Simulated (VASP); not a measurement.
# Ti2In (Fm-3m) in VASP: relaxation of cell and atoms with PBE

Aim: the relaxation of cell and atoms of Ti2In with PBE.

Everything below comes from runs of VASP 6.6.1. Logs are shortened: lines on timing, memory, paths and dates and some standing lists are left out, and cuts for length are marked.

## 1. The cell of the first run

Symmetry: Fm-3m, No. 225, cubic system. Conventional cell: a = 6.438 Å, b = 6.438 Å, c = 6.438 Å, α = 90.00°, β = 90.00°, γ = 90.00°. Within 3.7 Å of Ti (site symmetry -43m) lie 4 In at 2.79 Å and 6 Ti at 3.22 Å. In (site symmetry m-3m) has 8 Ti at 2.79 Å within 3.7 Å.

The cell was built from a structure type or drawn by symmetry, and may not be a known phase.

## 2. Relaxation of cell and atoms, PBE, collinear spin

INCAR reads:

```
SYSTEM = Ti2In
ALGO = Fast
EDIFF = 1E-6
EDIFFG = -0.01
ENCUT = 600
GGA = PE
IBRION = 2
ISIF = 3
ISMEAR = 0
ISPIN = 2
LASPH = .TRUE.
LCHARG = .FALSE.
LMAXMIX = 4
LORBIT = 11
LREAL = .FALSE.
LWAVE = .FALSE.
MAGMOM = 0.77 0.77 0
NELM = 150
NSW = 100
PREC = Accurate
SIGMA = 0.1
```

KPOINTS reads:

```
k-points
0
G
  12 12 12
  0 0 0
```

POSCAR reads:

```
Ti2In
1.0
    0.0000000000      3.2190382746      3.2190382746
    3.2190382746      0.0000000000      3.2190382746
    3.2190382746      3.2190382746      0.0000000000
Ti In
2 1
Direct
    0.7500000000      0.7500000000      0.7500000000
    0.2500000000      0.2500000000      0.2500000000
    0.0000000000      0.0000000000      0.0000000000
```

Potentials or basis: VASP PAW PBE potentials, release 64 (Ti_sv, In_d).

Launch:

```sh
$ cat potpaw_PBE.64/Ti_sv/POTCAR potpaw_PBE.64/In_d/POTCAR > POTCAR
$ mpirun -np 1 vasp_std > vasp.out
```

OUTCAR:

```text
SYSTEM = Ti2In
   EDIFF = 1E-6
   EDIFFG = -0.01
   ENCUT = 600
   GGA = PE
   IBRION = 2
   ISIF = 3
   ISMEAR = 0
   ISPIN = 2
   LASPH = .TRUE.
   LORBIT = 11
   LREAL = .FALSE.
   NELM = 150
   NSW = 100
   PREC = Accurate

 ion  position               nearest neighbor table
   1  0.750  0.750  0.750-   3 2.79   3 2.79   3 2.79   3 2.79
   2  0.250  0.250  0.250-   3 2.79   3 2.79   3 2.79   3 2.79
   3  0.000  0.000  0.000-   1 2.79   2 2.79   1 2.79   1 2.79   1 2.79   2 2.79   2 2.79   2 2.79

  LATTYP: Found a face centered cubic cell.
 ALAT       =     6.4380765492

  Lattice vectors:

 A1 = (   0.0000000000,   3.2190382746,   3.2190382746)
 A2 = (   3.2190382746,   0.0000000000,   3.2190382746)
 A3 = (   3.2190382746,   3.2190382746,   0.0000000000)

Analysis of symmetry for initial positions (statically):
=====================================================================
 Subroutine PRICEL returns:
 Original cell was already a primitive cell.

 Routine SETGRP: Setting up the symmetry group for a
 face centered cubic supercell.

 Subroutine GETGRP returns: Found 48 space group operations
 (whereof 48 operations were pure point group operations)
 out of a pool of 48 trial point group operations.

The static configuration has the point symmetry O_h .

Analysis of symmetry for dynamics (positions and initial velocities):
=====================================================================
 Subroutine PRICEL returns:
 Original cell was already a primitive cell.

 Routine SETGRP: Setting up the symmetry group for a
 face centered cubic supercell.

 Subroutine GETGRP returns: Found 48 space group operations
 (whereof 48 operations were pure point group operations)
 out of a pool of 48 trial point group operations.

The dynamic configuration has the point symmetry O_h .

Analysis of structural, dynamic, and magnetic symmetry:
=====================================================================
 Subroutine PRICEL returns:
 Original cell was already a primitive cell.

 Routine SETGRP: Setting up the symmetry group for a
 face centered cubic supercell.

 Subroutine GETGRP returns: Found 48 space group operations
 (whereof 48 operations were pure point group operations)
 out of a pool of 48 trial point group operations.

The overall configuration has the point symmetry O_h .

[... 111 lines left out ...]
   NELECT =      37.0000    total number of electrons
   NUPDOWN=      -1.0000    fix difference up-down
   EMIN   =  10.00;   EMAX   =-10.00  energy-range for DOS
   EFERMI =   0.00;   METHOD = LEGACY
   ISMEAR =     0;   SIGMA  =   0.10  broadening in eV -4-tet -1-fermi 0-gaus
   EFERMI_NEDOS =   21; number of points for ismear=-14 and -15
   IALGO  =     68    algorithm
   IMIX   =      4    mixing-type and parameters
     AMIX     =   0.40;   BMIX     =  1.00
     AMIX_MAG =   1.60;   BMIX_MAG =  1.00
  volume/ion in A,a.u.               =      22.24       150.07
  Fermi-wavevector in a.u.,A,eV,Ry     =   1.345053  2.541781 24.615204  1.809166
  Thomas-Fermi vector in A             =   2.472997
   LORBIT       =     11    0 simple, 1 ext, 2 COOP (PROOUT), +10 PAW based schemes
   GGA     = PE    functional components
   LHFCALC =     F    Hartree Fock is set to
   AEXX    =    0.0000 exact exchange contribution
   IVDW    =     0    specifies the selected vdW correction
   LEPSILON=     F    determine dielectric tensor
   LRPA    =     F    only Hartree local field effects (RPA)
 conjugate gradient relaxation of ions
 spin polarized calculation
 RMM-DIIS sequential band-by-band and
 Gauss-broadening in eV      SIGMA  =   0.10
  energy-cutoff  :      600.00
  volume of cell :       66.71
 maximum number of plane-waves:      2252
   NGX = 19   NGY = 19   NGZ = 19

--------------------------------------- Ionic step        1  -------------------------------------------

 number of electron      37.0000005 magnetization       0.0350920

 Free energy of the ion-electron system (eV)
  ---------------------------------------------------
  ext. energy  EPLUGINS =         0.00000000
  ---------------------------------------------------
  free energy    TOTEN  =       -16.88100104 eV

  energy without entropy =      -16.86142204  energy(sigma->0) =      -16.87121154

------------------------ aborting loop because EDIFF is reached ----------------------------------------

  FORCE on cell =-STRESS in cart. coord.  units (eV):
  Direction    XX          YY          ZZ          XY          YZ          ZX
  --------------------------------------------------------------------------------------
  -------------------------------------------------------------------------------------
  Total        0.1561201      0.1561201      0.1561201     -0.0000000     -0.0000000     -0.0000000
  in kB        3.7493927      3.7493927      3.7493927     -0.0000000     -0.0000000     -0.0000000
  external PRESSURE =       3.7493927 kB  Pullay stress =       0.0000000 kB
[... 61 lines left out ...]
--------------------------------------- Ionic step        3  -------------------------------------------

 number of electron      37.0000004 magnetization       0.0015058

 Free energy of the ion-electron system (eV)
  ---------------------------------------------------
  ext. energy  EPLUGINS =         0.00000000
  ---------------------------------------------------
  free energy    TOTEN  =       -16.88104059 eV

  energy without entropy =      -16.86139508  energy(sigma->0) =      -16.87121783

 E-fermi :   6.6376     XC(G=0): -10.4411

 val. band max:        6.6244317971   @ k =   0.5000   0.3333   0.1667
 cond. band min:       6.6402114392   @ k =   0.4167   0.1667   0.0833
 fundamental gap:      0.0157796421
 Fermi energy:         6.6375962383

 spin component 1

 k-point     1 :       0.0000    0.0000    0.0000
  band No.  band energies     occupation
      1     -50.4740      1.00000
      2     -50.4399      1.00000
      3     -26.7603      1.00000
      4     -26.7603      1.00000
      5     -26.7603      1.00000
      6     -26.6547      1.00000
[... 613 lines left out ...]
     22       7.8179      0.00000
     23       8.1734      0.00000

 [... further k-points ...]

 spin component 2

 k-point     1 :       0.0000    0.0000    0.0000
  band No.  band energies     occupation
      1     -50.4734      1.00000
      2     -50.4393      1.00000
      3     -26.7597      1.00000
      4     -26.7597      1.00000
      5     -26.7597      1.00000
      6     -26.6541      1.00000
[... 645 lines left out ...]
  FREE ENERGIE OF THE ION-ELECTRON SYSTEM (eV)
  ---------------------------------------------------
  free  energy   TOTEN  =       -16.8810405886 eV

  energy  without entropy=      -16.8613950809  energy(sigma->0) =      -16.87121783

 reached required accuracy - stopping structural energy minimisation

 total charge

# of ion       s       p       d       tot
------------------------------------------
    1        2.186   6.079   1.846  10.111
    2        2.186   6.079   1.846  10.111
    3        0.931   1.073   9.815  11.819
--------------------------------------------------
tot          5.303  13.230  13.507  32.041

 magnetization (x)

# of ion       s       p       d       tot
------------------------------------------
    1        0.000   0.000   0.001   0.001
    2        0.000   0.000   0.001   0.001
    3       -0.000  -0.000   0.000  -0.000
--------------------------------------------------
tot         -0.000  -0.000   0.001   0.001
```

It took 21 min on 1 thread of AMD EPYC 9755, shared host; peak memory 0.38 GiB.

Results:

- Free energy: -16.8810 eV
- Relaxed volume: 22.28 Å³/atom
- Relaxed cell: a = 4.555 Å, b = 4.555 Å, c = 4.555 Å, α = 60.00°, β = 60.00°, γ = 60.00°
- Space group after relaxing (to 0.1 Å): Fm-3m (No. 225)
- Energy gained by relaxing: 0.0 meV/atom
- Ionic steps: 3
- Pressure after relaxing: 0.0 GPa
- Net moment: 0.00 μB per cell
- Valence electrons inside the program's atomic spheres: Ti 10.11; In 11.82

Final structure:
```cif
data_structure
_symmetry_space_group_name_H-M 'P 1'
_symmetry_Int_Tables_number 1
_cell_length_a 4.5555
_cell_length_b 4.5555
_cell_length_c 4.5555
_cell_angle_alpha 60.000
_cell_angle_beta 60.000
_cell_angle_gamma 60.000
_cell_volume 66.85
loop_
_atom_site_label
_atom_site_type_symbol
_atom_site_fract_x
_atom_site_fract_y
_atom_site_fract_z
_atom_site_occupancy
Ti1 Ti 0.75000 0.75000 0.75000 1
Ti2 Ti 0.25000 0.25000 0.25000 1
In1 In 0.00000 0.00000 0.00000 1
```

Caveat: spin-orbit coupling is left out, which moves the levels of the heavy elements.
